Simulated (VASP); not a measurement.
A run of VASP 6.6.1 is set up as follows.

The input INCAR:

```
  PREC = Accurate
  ENCUT = 520
  EDIFF = 1E-6
  ISMEAR = 0
  SIGMA = 0.05
  LREAL = F
  LASPH = T
  NELM = 60
  ALGO = Normal
  ISIF = 2
  LWAVE = F
  LCHARG = T
  GGA = PE
  LELF = T
  LVHAR = T
  NBANDS = 33
```

File KPOINTS:

```
Automatic mesh
0
Gamma
  10 10 10
```

The input POSCAR:

```
TiO2
1.0
   -1.8920210486      1.8920210486      4.7576970391
    1.8920210486     -1.8920210486      4.7576970391
    1.8920210486      1.8920210486     -4.7576970391
Ti O
2 4
Direct
    0.0000000000      0.0000000000      0.0000000000
    0.7500000000      0.2500000000      0.5000000000
    0.2087706647      0.2087706647      0.0000000000
    0.9587706647      0.4587706647      0.5000000000
    0.5412293353      0.0412293353      0.5000000000
    0.7912293353      0.7912293353      0.0000000000
```

Potentials or basis: VASP PAW PBE potentials, release 64 (Ti_sv, O).

Command:

```console
$ cat potpaw_PBE.64/Ti_sv/POTCAR potpaw_PBE.64/O/POTCAR > POTCAR
$ mpirun -np 1 vasp_std > vasp.out
```

Task: What does it give for the pressure?

Result: 5.5 GPa.

Task: Estimate the band gap on the k mesh.

Result: 2.09 eV (least direct gap 2.44 eV).

Forces in eV/Å, atoms in the order of the input:
```
Ti   0.000  0.000  0.000
Ti   0.000  0.000  0.000
O    0.000  0.000  0.024
O    0.000  0.000  0.024
O    0.000  0.000 -0.024
O    0.000  0.000 -0.024
```

Caveat: the cell stands under pressure. As with any semilocal functional, this PBE gap is likely too small.
